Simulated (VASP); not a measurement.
# Al in VASP: a series of runs

Runs on Al. Level: PBE. Tasks: single point.

Program: VASP 6.6.1. These are calculated values, not measurements. Logs are shortened: lines on timing, memory, paths and dates and some standing lists are left out, and cuts for length are marked.

## (1) The cell of the first run

The cell holds a slab with vacuum, 4 atoms: a = 2.858 Å, b = 4.041 Å, c = 19.287 Å, α = 90.00°, β = 90.00°, γ = 90.00°.

## (2) Single point, PBE

INCAR reads:

```
PREC = Accurate
ENCUT = 520
EDIFF = 1E-6
ISMEAR = 0
SIGMA = 0.1
LREAL = False
LASPH = True
NELM = 100
ALGO = Fast
ISIF = 2
LWAVE = False
LCHARG = False
LDIPOL = True
IDIPOL = 3
DIPOL = 0.5 0.5 0.500
GGA = PE
NBANDS = 14
```

KPOINTS reads:

```
Automatic mesh
0
Gamma
  12 9 1
```

POSCAR reads:

```
Al
1.0
    2.8577415166      0.0000000000      0.0000000000
    0.0000000000      4.0414568105      0.0000000000
    0.0000000000      0.0000000000     19.2866122749
Al
4
Direct
    0.5000000000      0.5000000000      0.3888707821
    0.0000000000      0.0000000000      0.4629569274
    0.5000000000      0.5000000000      0.5370430726
    0.0000000000      0.0000000000      0.6111292179
```

Potentials or basis: VASP PAW PBE potentials, release 64 (Al).

Command:

```bash
> cat potpaw_PBE.64/Al/POTCAR > POTCAR
> mpirun -np 1 vasp_std > vasp.out
```

OUTCAR:

```text
PREC = Accurate
   ENCUT = 520
   EDIFF = 1E-6
   ISMEAR = 0
   LREAL = False
   LASPH = True
   NELM = 100
   ISIF = 2
   GGA = PE

 ion  position               nearest neighbor table
   1  0.500  0.500  0.389-   3 2.86   2 2.86   2 2.86   2 2.86   2 2.86
   2  0.000  0.000  0.463-   3 2.86   3 2.86   3 2.86   3 2.86   4 2.86   1 2.86   1 2.86   1 2.86
                             1 2.86
   3  0.500  0.500  0.537-   2 2.86   2 2.86   2 2.86   2 2.86   1 2.86   4 2.86   4 2.86   4 2.86
                             4 2.86
   4  0.000  0.000  0.611-   2 2.86   3 2.86   3 2.86   3 2.86   3 2.86

  LATTYP: Found a simple orthorhombic cell.
 ALAT       =     2.8577415166
 B/A-ratio  =     1.4142135624
 C/A-ratio  =     6.7489001937

  Lattice vectors:

 A1 = (   2.8577415166,   0.0000000000,   0.0000000000)
 A2 = (   0.0000000000,   4.0414568105,   0.0000000000)
 A3 = (   0.0000000000,   0.0000000000,  19.2866122749)

Analysis of symmetry for initial positions (statically):
=====================================================================
 Subroutine PRICEL returns:
 Original cell was already a primitive cell.

 Routine SETGRP: Setting up the symmetry group for a
 simple orthorhombic supercell.

 Subroutine GETGRP returns: Found  8 space group operations
 (whereof  4 operations were pure point group operations)
 out of a pool of  8 trial point group operations.

The static configuration has the point symmetry C_2v.
 The point group associated with its full space group is D_2h.

Analysis of symmetry for dynamics (positions and initial velocities):
=====================================================================
 Subroutine PRICEL returns:
 Original cell was already a primitive cell.

 Routine SETGRP: Setting up the symmetry group for a
 simple orthorhombic supercell.

 Subroutine GETGRP returns: Found  8 space group operations
 (whereof  4 operations were pure point group operations)
 out of a pool of  8 trial point group operations.

The dynamic configuration has the point symmetry C_2v.
 The point group associated with its full space group is D_2h.

 Subroutine INISYM returns: Found  8 space group operations
 (whereof  4 operations are pure point group operations),
 and found     1 'primitive' translations

----------------------------------------------------------------------------------------

                                     Primitive cell

  volume of cell :     222.7496

  direct lattice vectors                    reciprocal lattice vectors
     2.857741517  0.000000000  0.000000000     0.349926680  0.000000000  0.000000000
     0.000000000  4.041456810  0.000000000     0.000000000  0.247435528  0.000000000
     0.000000000  0.000000000 19.286612275     0.000000000  0.000000000  0.051849438

  length of vectors
     2.857741517  4.041456810 19.286612275     0.349926680  0.247435528  0.051849438

  position of ions in fractional coordinates (direct lattice)
     0.500000000  0.500000000  0.388870782
     0.000000000  0.000000000  0.462956927
     0.500000000  0.500000000  0.537043073
     0.000000000  0.000000000  0.611129218

  ion indices of the primitive-cell ions
   primitive index   ion index
                 1           1
                 2           2
                 3           3
                 4           4

----------------------------------------------------------------------------------------

 KPOINTS: Automatic mesh

Automatic generation of k-mesh.
 Grid dimensions read from file:
 generate k-points for:   12    9    1

 Generating k-lattice:

  Cartesian coordinates                     Fractional coordinates (reciprocal lattice)
     0.029160557  0.000000000  0.000000000     0.083333333  0.000000000  0.000000000
     0.000000000  0.027492836  0.000000000     0.000000000  0.111111111  0.000000000
     0.000000000  0.000000000  0.051849438     0.000000000  0.000000000  1.000000000

  Length of vectors
     0.029160557  0.027492836  0.051849438

  Shift w.r.t. Gamma in fractional coordinates (k-lattice)
     0.000000000  0.000000000  0.000000000

 Subroutine IBZKPT returns following result:
 ===========================================

 Found     35 irreducible k-points:

 Following reciprocal coordinates:
            Coordinates               Weight
  0.000000  0.000000  0.000000      1.000000
  0.083333  0.000000  0.000000      2.000000
  0.166667  0.000000  0.000000      2.000000
  0.250000  0.000000  0.000000      2.000000
  0.333333  0.000000  0.000000      2.000000
  0.416667  0.000000  0.000000      2.000000
[... 16 lines left out ...]
  0.083333  0.333333  0.000000      4.000000
  0.166667  0.333333  0.000000      4.000000
 [... further k-points ...]
   k-points           NKPTS =     35   k-points in BZ     NKDIM =     35   number of bands    NBANDS=     14
   number of dos      NEDOS =    301   number of ions     NIONS =      4
   total plane-waves  NPLWV = 103680
   dimension x,y,z NGX =    24 NGY =   30 NGZ =  144
   dimension x,y,z NGXF=    48 NGYF=   60 NGZF=  288
   ions per type =               4
   NGX,Y,Z   is equivalent  to a cutoff of  13.96, 12.34, 12.41 a.u.
   NGXF,Y,Z  is equivalent  to a cutoff of  27.92, 24.68, 24.82 a.u.
 SYSTEM =  unknown system
   PREC   = accura    normal or accurate (medium, high low for compatibility)
   ISTART =      0    job   : 0-new  1-cont  2-samecut
   ICHARG =      2    charge: 1-file 2-atom 10-const
   ISPIN  =      1    spin polarized calculation?
   LNONCOLLINEAR =      F non collinear calculations
   LSORBIT =      F    spin-orbit coupling
   LASPH  =      T    aspherical Exc in radial PAW
   ENCUT  =  520.0 eV  38.22 Ry    6.18 a.u.   5.31  7.51 35.86*2*pi/ulx,y,z
   NELM   =    100;   NELMIN=  2; NELMDL= -5     # of ELM steps
   EDIFF  = 0.1E-05   stopping-criterion for ELM
   LREAL  =      F    real-space projection
   EDIFFG = 0.1E-04   stopping-criterion for IOM
   NSW    =      0    number of steps for IOM
   IBRION =     -1    ionic relax: 0-MD 1-quasi-New 2-CG
   NFREE  =      0    steps in history (QN), initial steepest desc. (CG)
   ISIF   =      2    stress and relaxation
   ISYM   =      2    0-nonsym 1-usesym 2-fastsym
   POTIM  = 0.5000    time-step for ionic-motion
   TEBEG  =    0.0;   TEEND  =   0.0 temperature during run
   PSTRESS=    0.0 pullay stress
   NELECT =      12.0000    total number of electrons
   NUPDOWN=      -1.0000    fix difference up-down
   EMIN   =  10.00;   EMAX   =-10.00  energy-range for DOS
   EFERMI =   0.00;   METHOD = LEGACY
   ISMEAR =     0;   SIGMA  =   0.10  broadening in eV -4-tet -1-fermi 0-gaus
   EFERMI_NEDOS =   21; number of points for ismear=-14 and -15
   IALGO  =     68    algorithm
   IMIX   =      4    mixing-type and parameters
     AMIX     =   0.40;   BMIX     =  1.00
     AMIX_MAG =   1.60;   BMIX_MAG =  1.00
  volume/ion in A,a.u.               =      55.69       375.80
  Fermi-wavevector in a.u.,A,eV,Ry     =   0.618296  1.168410  5.201367  0.382290
  Thomas-Fermi vector in A             =   1.676687
   LORBIT       =      0    0 simple, 1 ext, 2 COOP (PROOUT), +10 PAW based schemes
   GGA     = PE    functional components
   LHFCALC =     F    Hartree Fock is set to
   AEXX    =    0.0000 exact exchange contribution
   IVDW    =     0    specifies the selected vdW correction
   LEPSILON=     F    determine dielectric tensor
   LRPA    =     F    only Hartree local field effects (RPA)
 non-spin polarized calculation
 RMM-DIIS sequential band-by-band and
 Gauss-broadening in eV      SIGMA  =   0.10
  energy-cutoff  :      520.00
  volume of cell :      222.75
 maximum number of plane-waves:      6029
 NGX is ok and might be reduce to    24
   NGX = 11   NGY = 15   NGZ = 71

 dipolmoment           0.000000      0.000000     -0.000000 electrons x Angstroem

 number of electron      12.0000000 magnetization

 dipolmoment           0.000000      0.000000      0.000000 electrons x Angstroem

 Free energy of the ion-electron system (eV)
  ---------------------------------------------------
  ext. energy  EPLUGINS =         0.00000000
  ---------------------------------------------------
  free energy    TOTEN  =       -13.61862853 eV

  energy without entropy =      -13.60794315  energy(sigma->0) =      -13.61328584

 E-fermi :  -0.4219     XC(G=0):  -4.1075

 val. band max:       -0.4290800958   @ k =   0.4167   0.4444   0.0000
 cond. band min:      -0.4169567993   @ k =   0.3333   0.4444   0.0000
 fundamental gap:      0.0121232965
 Fermi energy:        -0.4218896526

 k-point     1 :       0.0000    0.0000    0.0000
  band No.  band energies     occupation
      1     -10.6342      2.00000
      2      -8.1782      2.00000
      3      -4.9593      2.00000
      4      -2.4923      2.00000
      5      -1.9221      2.00000
      6      -0.9545      2.00000
      7      -0.1372      0.00006
      8       0.8866      0.00000
      9       1.8617      0.00000
     10       3.2210      0.00000
     11       3.2805      0.00000
     12       3.5948      0.00000
     13       5.2306      0.00000
     14       5.9827      0.00000

 k-point     2 :       0.0833    0.0000    0.0000
  band No.  band energies     occupation
      1     -10.5088      2.00000
      2      -8.0540      2.00000
      3      -4.8369      2.00000
      4      -2.3771      2.00000
      5      -1.8070      2.00000
      6      -0.8355      2.00000
      7      -0.0219      0.00000
      8       1.0047      0.00000
      9       1.9628      0.00000
     10       3.2972      0.00000
[... 362 lines left out ...]
 k-point    24 :       0.1667    0.3333    0.0000
  band No.  band energies     occupation
      1      -9.1444      2.00000
      2      -6.8307      2.00000
      3      -6.0607      2.00000
      4      -4.2069      2.00000
      5      -2.9808      2.00000
      6      -1.2942      2.00000
      7       0.7691      0.00000
      8       2.0581      0.00000
      9       2.3693      0.00000
     10       3.6171      0.00000
     11       4.6644      0.00000
     12       4.9367      0.00000
     13       5.3411      0.00000
     14       5.3439      0.00000

 [... further k-points ...]

------------------------ aborting loop because EDIFF is reached ----------------------------------------

 vacuum level on the upper side and lower side of the slab       (xc-potential included)        -0.116        -0.116

  FORCE on cell =-STRESS in cart. coord.  units (eV):
  Direction    XX          YY          ZZ          XY          YZ          ZX
  --------------------------------------------------------------------------------------
  -------------------------------------------------------------------------------------
  Total       -3.9549073     -0.6030069     -0.5667809      0.0000000      0.0000000      0.0000000
  in kB      -28.4465793     -4.3372660     -4.0767018      0.0000000      0.0000000      0.0000000
  external PRESSURE =     -12.2868490 kB  Pullay stress =       0.0000000 kB

 VOLUME and BASIS-vectors are now :
 -----------------------------------------------------------------------------
  energy-cutoff  :      520.00
  volume of cell :      222.75
      direct lattice vectors                 reciprocal lattice vectors
     2.857741517  0.000000000  0.000000000     0.349926680  0.000000000  0.000000000
     0.000000000  4.041456810  0.000000000     0.000000000  0.247435528  0.000000000
     0.000000000  0.000000000 19.286612275     0.000000000  0.000000000  0.051849438

 POSITION                                       TOTAL-FORCE (eV/Angst)
 -----------------------------------------------------------------------------------
      1.42887      2.02073      7.50000         0.000000      0.000000      0.184847
      0.00000      0.00000      8.92887         0.000000      0.000000     -0.159608
      1.42887      2.02073     10.35774         0.000000      0.000000      0.159608
      0.00000      0.00000     11.78661         0.000000      0.000000     -0.184847
 -----------------------------------------------------------------------------------
    total drift:                                0.000000     -0.000000      0.000000

  FREE ENERGIE OF THE ION-ELECTRON SYSTEM (eV)
  ---------------------------------------------------
  free  energy   TOTEN  =       -13.6186285269 eV

  energy  without entropy=      -13.6079431461  energy(sigma->0) =      -13.61328584

 vacuum level on the upper side and lower side of the slab         3.568         3.568
```

It took 73 s on 1 thread of Intel Xeon 6975P-C (Granite Rapids), shared host; peak memory 0.33 GiB.

Results:

```
Free energy            : -13.6186 eV
Largest force          : 0.185 eV/Å
Band gap on the k mesh : zero (band 6 reaches 0.39 eV, above the bottom of band 7 at -0.98 eV)
```

Forces in eV/Å, atoms in the order of the input:
```
Al   0.000  0.000  0.185
Al   0.000  0.000 -0.160
Al   0.000  0.000  0.160
Al   0.000  0.000 -0.185
```

Levels at points of the mesh, in eV from the Fermi level:
```csv
k point,band 3,band 4,band 5,band 6,band 7,band 8,band 9,band 10
"(0.00, 0.00, 0.00)",-4.54,-2.07,-1.50,-0.53,0.28,1.31,2.28,3.64
"(0.50, 0.00, 0.00)",-3.35,-3.35,-0.17,-0.17,2.08,2.08,2.92,2.92
```

## (3) Single point, PBE

INCAR reads:

```
SYSTEM = Al
  PREC = Accurate
  ENCUT = 520
  EDIFF = 1E-7
  ISMEAR = 0
  SIGMA = 0.1
  LREAL = .FALSE.
  LASPH = .TRUE.
  NELM = 100
  ALGO = Fast
  ISIF = 2
  LWAVE = .FALSE.
  LCHARG = .TRUE.
  LDIPOL = .TRUE.
  IDIPOL = 3
  DIPOL = 0.5 0.5 0.500
  GGA = PE
  LELF = .TRUE.
  LVHAR = .TRUE.
  LVACPOTAV = .TRUE.
  NBANDS = 14
```

KPOINTS reads:

```
regular mesh
0
G
  12 9 1
  0 0 0
```

POSCAR reads:

```
Al
1.0
    2.8577415166      0.0000000000      0.0000000000
    0.0000000000      4.0414568105      0.0000000000
    0.0000000000      0.0000000000     19.2866122749
Al
4
Direct
    0.5000000000      0.5000000000      0.3931721816
    0.0000000000      0.0000000000      0.4603783407
    0.5000000000      0.5000000000      0.5396216920
    0.0000000000      0.0000000000      0.6068277857
```

Potentials or basis: VASP PAW PBE potentials, release 64 (Al).

Command:

```bash
> cat potpaw_PBE.64/Al/POTCAR > POTCAR
> mpirun -np 1 vasp_std > vasp.out
```

It took 89 s on 1 thread of Intel Xeon 6975P-C (Granite Rapids), shared host; peak memory 0.33 GiB.

Results (log left out):

```yaml
Free_energy: -13.6415 eV
Band_gap_on_the_k_mesh: zero (band 6 reaches 0.28 eV, above the bottom of band 7 at -1.07 eV)
```

Levels at points of the mesh, in eV from the Fermi level:
```tsv
k point	band 3	band 4	band 5	band 6	band 7	band 8	band 9	band 10
(0.00, 0.00, 0.00)	-4.39	-2.14	-1.30	-0.59	0.10	1.39	2.37	3.78
(0.50, 0.00, 0.00)	-3.45	-3.45	-0.03	-0.03	2.01	2.01	3.11	3.11
```
